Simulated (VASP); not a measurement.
# Bi2Te3 (R3m) in VASP: notebook

The runs below take Bi2Te3 through single point, with PBEsol.

Everything below comes from runs of VASP 6.6.1. Logs are shortened: lines on timing, memory, paths and dates and some standing lists are left out, and cuts for length are marked.

**1. The cell of the first run**

The typed cell holds 5 atoms: a = 9.155 Å, b = 9.155 Å, c = 9.155 Å, α = 28.35°, β = 28.35°, γ = 28.35°.

**2. Single point, PBEsol (strain +0.000 along x and y, -0.050 along z)**

INCAR

```
PREC = Accurate ; ENCUT = 520
EDIFF = 1E-6 ; ISMEAR = 0
SIGMA = 0.15 ; LREAL = False
LASPH = True ; NELM = 60
ALGO = Normal ; ISIF = 2
LWAVE = False ; LCHARG = False
GGA = PS ; NBANDS = 32
```

KPOINTS

```
regular mesh
0
Gamma
  12 12 12
```

POSCAR

```
Bi2Te3
1.0
    2.2419140613      1.2943696868      8.7815613098
   -2.2419140613      1.2943696868      8.7815613098
    0.0000000000     -2.5887393736      8.7815613098
Bi Te
2 3
Direct
    0.8060729776      0.8060729776      0.8060729776
    0.4039604779      0.4039604779      0.4039604779
    0.6049878744      0.6049878744      0.6049878744
    0.2058062845      0.2058062845      0.2058062845
    0.0041723854      0.0041723854      0.0041723854
```

Potentials or basis: VASP PAW PBE potentials, release 64 (Bi_d, Te).

Launch:

```sh
$ cat potpaw_PBE.64/Bi_d/POTCAR potpaw_PBE.64/Te/POTCAR > POTCAR
$ mpirun -np 1 vasp_std > vasp.out
```

OUTCAR:

```text
PREC = Accurate
   ENCUT = 520
   EDIFF = 1E-6
   ISMEAR = 0
   LREAL = False
   LASPH = True
   NELM = 60
   ISIF = 2
   GGA = PS

 ion  position               nearest neighbor table
   1  0.806  0.806  0.806-   4 3.12   4 3.12   4 3.12   2 3.16   2 3.16   2 3.16
   2  0.404  0.404  0.404-   5 3.13   5 3.13   5 3.13   1 3.16   1 3.16   1 3.16
   3  0.605  0.605  0.605-   4 3.12   4 3.12   4 3.12   5 3.12   5 3.12   5 3.12
   4  0.206  0.206  0.206-   3 3.12   3 3.12   3 3.12   1 3.12   1 3.12   1 3.12
   5  0.004  0.004  0.004-   3 3.12   3 3.12   3 3.12   2 3.13   2 3.13   2 3.13

  LATTYP: Found a trigonal (rhomboedric) cell.
 ALAT       =     9.1551838093
 COS(alpha) =     0.8800683576

  Lattice vectors:

 A1 = (   2.2419140613,   1.2943696868,   8.7815613098)
 A2 = (  -2.2419140613,   1.2943696868,   8.7815613098)
 A3 = (   0.0000000000,  -2.5887393736,   8.7815613098)

Analysis of symmetry for initial positions (statically):
=====================================================================
 Subroutine PRICEL returns:
 Original cell was already a primitive cell.

 Routine SETGRP: Setting up the symmetry group for a
 trigonal (rhombohedral) supercell.

 Subroutine GETGRP returns: Found  6 space group operations
 (whereof  6 operations were pure point group operations)
 out of a pool of 12 trial point group operations.

The static configuration has the point symmetry C_3v.

Analysis of symmetry for dynamics (positions and initial velocities):
=====================================================================
 Subroutine PRICEL returns:
 Original cell was already a primitive cell.

 Routine SETGRP: Setting up the symmetry group for a
 trigonal (rhombohedral) supercell.

 Subroutine GETGRP returns: Found  6 space group operations
 (whereof  6 operations were pure point group operations)
 out of a pool of 12 trial point group operations.

The dynamic configuration has the point symmetry C_3v.

 Subroutine INISYM returns: Found  6 space group operations
 (whereof  6 operations are pure point group operations),
 and found     1 'primitive' translations

----------------------------------------------------------------------------------------

                                     Primitive cell

  volume of cell :     152.8975

[... 88 lines left out ...]
   ISPIN  =      1    spin polarized calculation?
   LNONCOLLINEAR =      F non collinear calculations
   LSORBIT =      F    spin-orbit coupling
   LASPH  =      T    aspherical Exc in radial PAW
   ENCUT  =  520.0 eV  38.22 Ry    6.18 a.u.  17.02 17.02 17.02*2*pi/ulx,y,z
   NELM   =     60;   NELMIN=  2; NELMDL= -5     # of ELM steps
   EDIFF  = 0.1E-05   stopping-criterion for ELM
   LREAL  =      F    real-space projection
   EDIFFG = 0.1E-04   stopping-criterion for IOM
   NSW    =      0    number of steps for IOM
   IBRION =     -1    ionic relax: 0-MD 1-quasi-New 2-CG
   NFREE  =      0    steps in history (QN), initial steepest desc. (CG)
   ISIF   =      2    stress and relaxation
   ISYM   =      2    0-nonsym 1-usesym 2-fastsym
   POTIM  = 0.5000    time-step for ionic-motion
   TEBEG  =    0.0;   TEEND  =   0.0 temperature during run
   PSTRESS=    0.0 pullay stress
   NELECT =      48.0000    total number of electrons
   NUPDOWN=      -1.0000    fix difference up-down
   EMIN   =  10.00;   EMAX   =-10.00  energy-range for DOS
   EFERMI =   0.00;   METHOD = LEGACY
   ISMEAR =     0;   SIGMA  =   0.15  broadening in eV -4-tet -1-fermi 0-gaus
   EFERMI_NEDOS =   21; number of points for ismear=-14 and -15
   IALGO  =     38    algorithm
   IMIX   =      4    mixing-type and parameters
     AMIX     =   0.40;   BMIX     =  1.00
     AMIX_MAG =   1.60;   BMIX_MAG =  1.00
  volume/ion in A,a.u.               =      30.58       206.36
  Fermi-wavevector in a.u.,A,eV,Ry     =   1.112641  2.102587 16.843611  1.237971
  Thomas-Fermi vector in A             =   2.249218
   LORBIT       =      0    0 simple, 1 ext, 2 COOP (PROOUT), +10 PAW based schemes
   GGA     = PS    functional components
   LHFCALC =     F    Hartree Fock is set to
   AEXX    =    0.0000 exact exchange contribution
   IVDW    =     0    specifies the selected vdW correction
   LEPSILON=     F    determine dielectric tensor
   LRPA    =     F    only Hartree local field effects (RPA)
 non-spin polarized calculation
 Gauss-broadening in eV      SIGMA  =   0.15
  energy-cutoff  :      520.00
  volume of cell :      152.90
 maximum number of plane-waves:      4149
 NGX is ok and might be reduce to    70
   NGX = 35   NGY = 35   NGZ = 35

 number of electron      47.9999996 magnetization

 Free energy of the ion-electron system (eV)
  ---------------------------------------------------
  ext. energy  EPLUGINS =         0.00000000
  ---------------------------------------------------
  free energy    TOTEN  =       -19.13096446 eV

  energy without entropy =      -19.09912019  energy(sigma->0) =      -19.11504233

 E-fermi :   7.4764     XC(G=0):  -9.9898

 val. band max:        7.4705800121   @ k =   0.2500   0.0833   0.0000
 cond. band min:       7.4812541141   @ k =  -0.2500   0.1667   0.0833
 fundamental gap:      0.0106741021
 Fermi energy:         7.4764252021

 k-point     1 :       0.0000    0.0000    0.0000
  band No.  band energies     occupation
      1     -15.4646      2.00000
      2     -15.4646      2.00000
      3     -15.3572      2.00000
      4     -15.3572      2.00000
      5     -15.3552      2.00000
      6     -15.2368      2.00000
[... 829 lines left out ...]
     31      11.8280      0.00000
     32      12.1142      0.00000

 [... further k-points ...]
[... 5 lines left out ...]
  --------------------------------------------------------------------------------------
  -------------------------------------------------------------------------------------
  Total        3.0005257      3.0005257      3.0231870      0.0000000     -0.0000000      0.0000000
  in kB       31.4418184     31.4418184     31.6792803      0.0000000     -0.0000000      0.0000000
  external PRESSURE =      31.5209724 kB  Pullay stress =       0.0000000 kB

 VOLUME and BASIS-vectors are now :
 -----------------------------------------------------------------------------
  energy-cutoff  :      520.00
  volume of cell :      152.90
      direct lattice vectors                 reciprocal lattice vectors
     2.241914061  1.294369687  8.781561310     0.223023714  0.128762801  0.037958322
    -2.241914061  1.294369687  8.781561310    -0.223023714  0.128762801  0.037958322
     0.000000000 -2.588739374  8.781561310     0.000000000 -0.257525602  0.037958322

 POSITION                                       TOTAL-FORCE (eV/Angst)
 -----------------------------------------------------------------------------------
      0.00000      0.00000     21.23574         0.000000     -0.000000     -0.007895
      0.00000      0.00000     10.64221         0.000000     -0.000000      0.003123
      0.00000      0.00000     15.93821         0.000000     -0.000000      0.000446
      0.00000      0.00000      5.42190         0.000000     -0.000000      0.059573
      0.00000      0.00000      0.10992         0.000000      0.000000     -0.055247
 -----------------------------------------------------------------------------------
    total drift:                               -0.000000     -0.000000      0.000594

  FREE ENERGIE OF THE ION-ELECTRON SYSTEM (eV)
  ---------------------------------------------------
  free  energy   TOTEN  =       -19.1309644559 eV

  energy  without entropy=      -19.0991201946  energy(sigma->0) =      -19.11504233
```

It took 33 min on 1 thread of Intel Xeon 6975P-C (Granite Rapids), shared host; peak memory 1.2 GiB.

What came out:

* Free energy: -19.1310 eV
* Pressure: 3.2 GPa
* Largest force: 0.060 eV/Å
* Band gap on the k mesh: zero (bands 24 and 25 overlap by 1.18 eV)

Forces on the atoms (eV/Å):
```
Bi   0.000  0.000 -0.008
Bi   0.000  0.000  0.003
Te   0.000  0.000  0.000
Te   0.000  0.000  0.060
Te   0.000  0.000 -0.055
```

Caveat: the cell differs from its parent crystal (strain +0.000 along x and y, -0.050 along z); the cell stands under pressure; the PAW data sets were made with another functional, which shifts forces and pressure a little; spin-orbit coupling is left out, which moves the levels of the heavy elements.

**3. Single point, PBEsol (strain +0.000 along x and y, +0.050 along z)**

INCAR

```
SYSTEM = Bi2Te3
ALGO = Normal
EDIFF = 1E-6
ENCUT = 520
GGA = PS
ISIF = 2
ISMEAR = 0
LASPH = .True.
LCHARG = .False.
LREAL = .False.
LWAVE = .False.
NBANDS = 32
NELM = 80
PREC = Accurate
SIGMA = 0.15
```

KPOINTS

```
k-points
0
Gamma
  12 12 12
  0 0 0
```

Edit POSCAR of step 2 so:

```diff
@@ -2,5 +2,5 @@
 1.0
-    2.2419140613      1.2943696868      8.7815613098
-   -2.2419140613      1.2943696868      8.7815613098
-    0.0000000000     -2.5887393736      8.7815613098
+    2.2419140613      1.2943696868      9.7059361846
+   -2.2419140613      1.2943696868      9.7059361846
+    0.0000000000     -2.5887393736      9.7059361846
 Bi Te
```

Potentials or basis: VASP PAW PBE potentials, release 64 (Bi_d, Te).

Launch:

```sh
$ cat potpaw_PBE.64/Bi_d/POTCAR potpaw_PBE.64/Te/POTCAR > POTCAR
$ mpirun -np 1 vasp_std > vasp.out
```

OUTCAR:

```text
SYSTEM = Bi2Te3
   EDIFF = 1E-6
   ENCUT = 520
   GGA = PS
   ISIF = 2
   ISMEAR = 0
   LASPH = .True.
   LREAL = .False.
   NELM = 80
   PREC = Accurate

 ion  position               nearest neighbor table
   1  0.806  0.806  0.806-   4 3.23   4 3.23   4 3.23   2 3.27   2 3.27   2 3.27
   2  0.404  0.404  0.404-   5 3.23   5 3.23   5 3.23   1 3.27   1 3.27   1 3.27
   3  0.605  0.605  0.605-   4 3.22   4 3.22   4 3.22   5 3.22   5 3.22   5 3.22
[... 1047 lines left out ...]
  --------------------------------------------------------------------------------------
  -------------------------------------------------------------------------------------
  Total       -2.4305627     -2.4305627     -2.9821589      0.0000000      0.0000000      0.0000000
  in kB      -23.0436587    -23.0436587    -28.2732278      0.0000000      0.0000000      0.0000000
  external PRESSURE =     -24.7868484 kB  Pullay stress =       0.0000000 kB

 VOLUME and BASIS-vectors are now :
 -----------------------------------------------------------------------------
  energy-cutoff  :      520.00
  volume of cell :      168.99
      direct lattice vectors                 reciprocal lattice vectors
     2.241914061  1.294369687  9.705936185     0.223023714  0.128762801  0.034343244
    -2.241914061  1.294369687  9.705936185    -0.223023714  0.128762801  0.034343244
     0.000000000 -2.588739374  9.705936185     0.000000000 -0.257525602  0.034343244

 POSITION                                       TOTAL-FORCE (eV/Angst)
 -----------------------------------------------------------------------------------
      0.00000      0.00000     23.47108         0.000000     -0.000000      0.026611
      0.00000      0.00000     11.76244         0.000000     -0.000000     -0.031256
      0.00000      0.00000     17.61592         0.000000     -0.000000      0.000845
      0.00000      0.00000      5.99263         0.000000      0.000000     -0.028273
      0.00000      0.00000      0.12149         0.000000      0.000000      0.032073
 -----------------------------------------------------------------------------------
    total drift:                                0.000000      0.000000     -0.000264

  FREE ENERGIE OF THE ION-ELECTRON SYSTEM (eV)
  ---------------------------------------------------
  free  energy   TOTEN  =       -19.1414059220 eV

  energy  without entropy=      -19.1071075917  energy(sigma->0) =      -19.12425676
```

OSZICAR:

```text
N       E                     dE             d eps       ncg     rms          rms(c)
DAV:   1     0.430737641538E+03    0.43074E+03   -0.21606E+04 12096   0.145E+03
DAV:   2     0.259072474247E+02   -0.40483E+03   -0.38939E+03 12520   0.377E+02
DAV:   3    -0.172328556138E+02   -0.43140E+02   -0.41355E+02 15392   0.136E+02
DAV:   4    -0.190645383243E+02   -0.18317E+01   -0.18203E+01 13632   0.302E+01
DAV:   5    -0.191487288685E+02   -0.84191E-01   -0.84176E-01 17736   0.636E+00    0.118E+01
DAV:   6    -0.191411251791E+02    0.76037E-02   -0.34523E-02 14432   0.152E+00    0.732E+00
DAV:   7    -0.191435744146E+02   -0.24492E-02   -0.28216E-02 15672   0.148E+00    0.393E-01
DAV:   8    -0.191415444402E+02    0.20300E-02   -0.35608E-03 13888   0.535E-01    0.197E-01
DAV:   9    -0.191414129813E+02    0.13146E-03   -0.18492E-03 13944   0.370E-01    0.115E-01
DAV:  10    -0.191414167828E+02   -0.38015E-05   -0.99244E-05 13928   0.545E-02    0.484E-02
DAV:  11    -0.191414068027E+02    0.99801E-05   -0.19482E-05 13688   0.359E-02    0.949E-03
DAV:  12    -0.191414059220E+02    0.88076E-06   -0.54335E-06 12272   0.165E-02
   1 F= -.19141406E+02 E0= -.19124257E+02  d E =-.342983E-01
```

It took 45 min on 1 thread of Intel Xeon Platinum 8488C (Sapphire Rapids), shared host; peak memory 1.5 GiB.

Results:

```
Free energy            : -19.1414 eV
Pressure               : -2.5 GPa
Largest force          : 0.032 eV/Å
Band gap on the k mesh : zero (bands 24 and 25 overlap by 0.33 eV)
```

Forces on the atoms (eV/Å):
```
Bi   0.000  0.000  0.027
Bi   0.000  0.000 -0.031
Te   0.000  0.000  0.001
Te   0.000  0.000 -0.028
Te   0.000  0.000  0.032
```

Stress tensor (GPa, compression positive):
```
-2.30  0.00  0.00
 0.00 -2.30  0.00
 0.00  0.00 -2.83
```

Caveat: the cell differs from its parent crystal (strain +0.000 along x and y, +0.050 along z); the PAW data sets were made with another functional, which shifts forces and pressure a little; spin-orbit coupling is left out, which moves the levels of the heavy elements.
